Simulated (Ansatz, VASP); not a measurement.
# Two plane-wave programs on B2AsH2

The input INCAR:

```
SYSTEM = B2AsH2
ALGO = Normal ; EDIFF = 1E-6
EDIFFG = -0.01 ; ENCUT = 600
GGA = PE ; IBRION = 2
ISIF = 3 ; ISMEAR = 0
LASPH = .True. ; LCHARG = .False.
LREAL = .False. ; LWAVE = .False.
NELM = 100 ; NSW = 100
PREC = Accurate ; SIGMA = 0.1
```

Contents of KPOINTS:

```
k-points
0
Gamma
  12 12 8
  0 0 0
```

File POSCAR:

```
B2AsH2
1.0
    3.3138082915      0.0000000000      0.0000000000
    0.0000000000      3.3138082915      0.0000000000
    0.0000000000      0.0000000000      4.6469267926
B H As
2 2 1
Direct
    0.0000000000      0.0000000000      0.3215420919
    0.0000000000      0.0000000000      0.6784579081
    0.5000000000      0.5000000000      0.9142546669
    0.5000000000      0.5000000000      0.0857453331
    0.5000000000      0.5000000000      0.5000000000
```

Input for Ansatz:

```yaml
crystal:
  lattice:
    - [3.3138082915, 0.0, 0.0]
    - [0.0, 3.3138082915, 0.0]
    - [0.0, 0.0, 4.6469267926]
  atoms:
    - { symbol: B, position: [0.0, 0.0, 0.3215420919] }
    - { symbol: B, position: [0.0, 0.0, 0.6784579081] }
    - { symbol: H, position: [0.5, 0.5, 0.9142546669] }
    - { symbol: H, position: [0.5, 0.5, 0.0857453331] }
    - { symbol: As, position: [0.5, 0.5, 0.5] }
basis:
  ecutwfc: 420
kpoints:
  mp_grid: { grid: [12, 12, 8] }
hamiltonian:
  xc: pbe
scf:
  occupations: { method: gaussian, width: 0.1 }
output:
  forces: true
  stress: true
  eigenvalues: true
relax:
  adjacent_minimum: "off"
  f_tol: 0.01
  max_steps: 80
  cell: { stress_tol: 0.05 }
```

Alike in both runs: task relaxation of cell and atoms; functional PBE; k mesh 12 × 12 × 8; occupations gaussian, width 0.1 eV; no spin polarisation.

```csv
,VASP,Ansatz
version,VASP 6.6.1,Ansatz 0.2.0
potentials or method,"VASP PAW PBE potentials, release 64 (B, H, As), cutoff 600 eV","scalar-relativistic, plane waves, PAW"
valence electrons in the cell,13,23
```

|  | VASP | Ansatz | Ansatz less VASP |
| --- | --- | --- | --- |
| gap on the k mesh at the Fermi level, each at its own relaxed structure (eV) | none | none | - |
| relaxed volume (Å³/atom) | 10.25 | 10.22 | -0.030 |
| relaxed length of the cell vector where the two differ most in proportion (Å) | 4.301 | 4.282 | -0.0189 |

A gap of «none» marks a metal or a gap that the smearing closes. VASP's potentials hold 13 valence electrons a cell and Ansatz's 23, so a difference there can come from the potentials and not from the codes.
